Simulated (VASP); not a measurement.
# Ni2GeO (P-6m2) in VASP: a series of runs, part 2 of 2

VASP 6.6.1.

### 3 Relaxation of cell and atoms, PBE, collinear spin, ferromagnetic start

This run uses another cell than the first one, of 11.93 Å³/atom, 1.054 times its volume.

INCAR reads:

```
SYSTEM = Ni2GeO
PREC = Accurate ; ENCUT = 600
EDIFF = 1E-7 ; ISMEAR = 0
SIGMA = 0.15 ; LREAL = .FALSE.
LASPH = .TRUE. ; NELM = 150
ALGO = Normal ; ISIF = 3
LWAVE = .FALSE. ; LCHARG = .FALSE.
ISPIN = 2 ; MAGMOM = 2 2 0 0
LORBIT = 11 ; LMAXMIX = 4
GGA = PE ; IBRION = 2
NSW = 36 ; EDIFFG = -0.08
```

KPOINTS reads:

```
Automatic mesh
0
G
  5 5 3
  0 0 0
```

POSCAR reads:

```
Ni2GeO
1.0
    3.3298259000      0.0000000000      0.0000000000
   -1.6649129500      2.8837138200      0.0000000000
    0.0000000000      0.0000000000      4.9684281900
Ni Ge O
2 1 1
Direct
    0.6666666700      0.3333333300      0.7352612600
    0.6666666700      0.3333333300      0.2647387400
    0.3333333300      0.6666666700      0.5000000000
    0.0000000000      0.0000000000      0.0000000000
```

Potentials or basis: VASP PAW PBE potentials, release 64 (Ni, Ge_d, O).

Run with:

```sh
$ cat potpaw_PBE.64/Ni/POTCAR potpaw_PBE.64/Ge_d/POTCAR potpaw_PBE.64/O/POTCAR > POTCAR
$ mpirun -np 1 vasp_std > vasp.out
```

OUTCAR:

```text
SYSTEM = Ni2GeO
   PREC = Accurate
   ENCUT = 600
   EDIFF = 1E-7
   ISMEAR = 0
   LREAL = .FALSE.
   LASPH = .TRUE.
   NELM = 150
   ISIF = 3
   ISPIN = 2
   LORBIT = 11
   GGA = PE
   IBRION = 2
   NSW = 36
   EDIFFG = -0.08

 ion  position               nearest neighbor table
   1  0.667  0.333  0.735-   3 2.25   3 2.25   3 2.25   4 2.33   4 2.33   4 2.33   2 2.34   2 2.63

   2  0.667  0.333  0.265-   3 2.25   3 2.25   3 2.25   4 2.33   4 2.33   4 2.33   1 2.34   1 2.63

   3  0.333  0.667  0.500-   1 2.25   2 2.25   1 2.25   2 2.25   1 2.25   2 2.25
   4  0.000  0.000  0.000-   1 2.33   2 2.33   1 2.33   2 2.33   1 2.33   2 2.33

  LATTYP: Found a hexagonal cell.
 ALAT       =     3.3298259000
 C/A-ratio  =     1.4920984878

  Lattice vectors:

 A1 = (   3.3298259000,   0.0000000000,   0.0000000000)
 A2 = (  -1.6649129500,   2.8837138200,   0.0000000000)
 A3 = (   0.0000000000,   0.0000000000,   4.9684281900)

Analysis of symmetry for initial positions (statically):
=====================================================================
 Subroutine PRICEL returns:
 Original cell was already a primitive cell.

 Routine SETGRP: Setting up the symmetry group for a
 hexagonal supercell.

 Subroutine GETGRP returns: Found 12 space group operations
 (whereof 12 operations were pure point group operations)
 out of a pool of 24 trial point group operations.

The static configuration has the point symmetry D_3h.

[... 288 lines left out ...]

------------------------ aborting loop because EDIFF is reached ----------------------------------------
[... 75 lines left out ...]
 number of electron      39.9999974 magnetization       0.0000001

 number of electron      39.9999974 magnetization      -0.0000001

 Free energy of the ion-electron system (eV)
  ---------------------------------------------------
  ext. energy  EPLUGINS =         0.00000000
  ---------------------------------------------------
  free energy    TOTEN  =       -21.46041448 eV

  energy without entropy =      -21.42477347  energy(sigma->0) =      -21.44259397

 E-fermi :   8.1378     XC(G=0): -12.5502

 val. band max:        8.0518914175   @ k =   0.2000  -0.0000   0.0000
 cond. band min:       8.1697875778   @ k =   0.0000   0.0000   0.3333
 fundamental gap:      0.1178961604
 Fermi energy:         8.1378025527

 spin component 1

 k-point     1 :       0.0000    0.0000    0.0000
  band No.  band energies     occupation
      1     -16.5890      1.00000
      2     -16.5890      1.00000
      3     -16.4916      1.00000
      4     -16.4690      1.00000
      5     -16.4690      1.00000
      6     -10.7473      1.00000
[... 279 lines left out ...]
     25      15.9912      0.00000
     26      16.4967      0.00000
 Fermi energy:         8.1378025527

 spin component 2

 k-point     1 :       0.0000    0.0000    0.0000
  band No.  band energies     occupation
      1     -16.5890      1.00000
      2     -16.5890      1.00000
      3     -16.4916      1.00000
      4     -16.4690      1.00000
      5     -16.4690      1.00000
      6     -10.7473      1.00000
[... 310 lines left out ...]
  FREE ENERGIE OF THE ION-ELECTRON SYSTEM (eV)
  ---------------------------------------------------
  free  energy   TOTEN  =       -21.4604144765 eV

  energy  without entropy=      -21.4247734732  energy(sigma->0) =      -21.44259397

 reached required accuracy - stopping structural energy minimisation

 total charge

# of ion       s       p       d       tot
------------------------------------------
    1        0.379   0.426   8.411   9.216
    2        0.379   0.426   8.411   9.216
    3        1.130   1.251  10.094  12.474
    4        1.574   3.324   0.000   4.898
--------------------------------------------------
tot          3.463   5.427  26.915  35.804

 magnetization (x)

# of ion       s       p       d       tot
------------------------------------------
    1       -0.000  -0.000  -0.000  -0.000
    2       -0.000  -0.000  -0.000  -0.000
    3        0.000   0.000  -0.000  -0.000
    4        0.000  -0.000   0.000  -0.000
--------------------------------------------------
tot         -0.000  -0.000  -0.000  -0.000
```

Wall time 2.9 min (1 thread of Intel Xeon 6975P-C (Granite Rapids), shared host); peak memory 0.22 GiB.

Results:

```yaml
Free_energy: -21.4604 eV
Relaxed_volume: 11.33 Å³/atom
Relaxed_cell: a = 2.971 Å, b = 2.971 Å, c = 5.926 Å, α = 90.00°, β = 90.00°, γ = 120.00°
Space_group_after_relaxing_to_0.05_Å: P-6m2 (No. 187)
Energy_gained_by_relaxing: 167.0 meV/atom
Ionic_steps: 12
Pressure_after_relaxing: -0.3 GPa
Largest_force_after_relaxing: 0.054 eV/Å
Band_gap_on_the_k_mesh: zero (filled and empty bands overlap)
Net_moment: 0.00 μB per cell
Valence_electrons_inside_the_program's_atomic_spheres: Ni 9.22; Ge 12.47; O 4.90
```

Forces on the atoms (eV/Å):
```
Ni   0.000  0.000  0.054
Ni   0.000  0.000 -0.054
Ge   0.000  0.000  0.000
O    0.000  0.000  0.000
```

The path:
```tsv
step	energy change (eV)	largest force (eV/Å)	pressure (GPa)	volume (Å³)
1	0.0000	2.8744	6.23	47.71
2	-0.2782	0.1468	-9.31	50.96
3	-0.3091	0.2611	-6.27	50.00
4	-0.4127	0.1589	0.29	47.29
5	-0.4211	0.1202	3.26	46.31
6	-0.4953	0.0285	2.37	46.15
7	-0.6161	0.8819	1.41	45.29
8	-0.6412	0.1832	-3.30	45.92
9	-0.6536	0.4068	-1.71	45.70
10	-0.6653	0.0465	1.69	44.76
11	-0.6660	0.1201	1.05	44.93
12	-0.6680	0.0539	-0.26	45.31
```

Final structure:
```
Ni Ge O
1.0
     2.97116    0.00000    0.00000
    -1.48558    2.57310    0.00000
     0.00000    0.00000    5.92602
Ni Ge O
2 1 1
Cartesian
  1.4856 0.8577 4.6253
  1.4856 0.8577 1.3008
  0.0000 1.7154 2.9630
  2.9712 0.0000 5.9260
```

Caveat: the k points lie up to 0.49 Å⁻¹ apart in the final cell; the starting moments collapsed, and a magnetic state may lie lower; the relaxation stopped at a loose force limit of 0.08 eV/Å, so its end isn't a converged minimum.

### 4 Single point, PBE, collinear spin, ferromagnetic start

INCAR reads:

```
SYSTEM = Ni2GeO
  PREC = Accurate
  ENCUT = 600
  EDIFF = 1E-6
  ISMEAR = 0
  SIGMA = 0.15
  LREAL = .FALSE.
  LASPH = .TRUE.
  NELM = 200
  ALGO = Normal
  ISIF = 2
  LWAVE = .FALSE.
  LCHARG = .FALSE.
  ISPIN = 2
  MAGMOM = 2 2 0 0
  LORBIT = 11
  LMAXMIX = 4
  GGA = PE
  NBANDS = 40
  GGA_COMPAT = .FALSE.
```

KPOINTS reads:

```
regular mesh
0
G
  5 5 3
  0 0 0
```

POSCAR reads:

```
Ni2GeO
1.0
    2.9766165475      0.0000000000      0.0000000000
   -1.4883082738      2.5778255475      0.0000000000
    0.0000000000      0.0000000000      5.8994967625
Ni Ge O
2 1 1
Direct
    0.6666666667      0.3333333333      0.7802039362
    0.6666666667      0.3333333333      0.2197960638
    0.3333333333      0.6666666667      0.5000000000
    0.0000000000      0.0000000000      0.0000000000
```

Potentials or basis: VASP PAW PBE potentials, release 64 (Ni_sv_GW, Ge_d, O).

Run with:

```sh
$ cat potpaw_PBE.64/Ni_sv_GW/POTCAR potpaw_PBE.64/Ge_d/POTCAR potpaw_PBE.64/O/POTCAR > POTCAR
$ mpirun -np 1 vasp_std > vasp.out
```

Run time: 2.1 min. Hardware: 1 thread of AMD EPYC 7R43 (Zen 3), shared host; peak memory 0.18 GiB.

Results (log left out):

* Free energy: -23.3300 eV
* Pressure: -1.7 GPa
* Largest force: 0.012 eV/Å
* Band gap on the k mesh: zero (filled and empty bands overlap)
* Net moment: 0.00 μB per cell
* Valence electrons inside the program's atomic spheres: Ni 16.33; Ge 12.48; O 4.90

Forces in eV/Å, atoms in the order of the input:
```
Ni   0.000  0.000  0.012
Ni   0.000  0.000 -0.012
Ge   0.000  0.000  0.000
O    0.000  0.000  0.000
```

Stress tensor (GPa, compression positive):
```
-1.77  0.00  0.00
 0.00 -1.77  0.00
 0.00  0.00 -1.68
```

Levels at points of the mesh, in eV from the Fermi level:
Spin up:
```
           k point  band 24  band 25  band 26  band 27  band 28  band 29  band 30  band 31  band 32  band 33
(0.00, 0.00, 0.00)    -1.64    -1.20    -1.20    -0.83    -0.14    -0.14     2.34     7.93     7.93    11.50
```
Spin down:
```
           k point  band 24  band 25  band 26  band 27  band 28  band 29  band 30  band 31  band 32  band 33
(0.00, 0.00, 0.00)    -1.64    -1.19    -1.19    -0.83    -0.14    -0.14     2.34     7.93     7.93    11.50
```

Caveat: the k points lie up to 0.49 Å⁻¹ apart; the starting moments collapsed, and a magnetic state may lie lower.
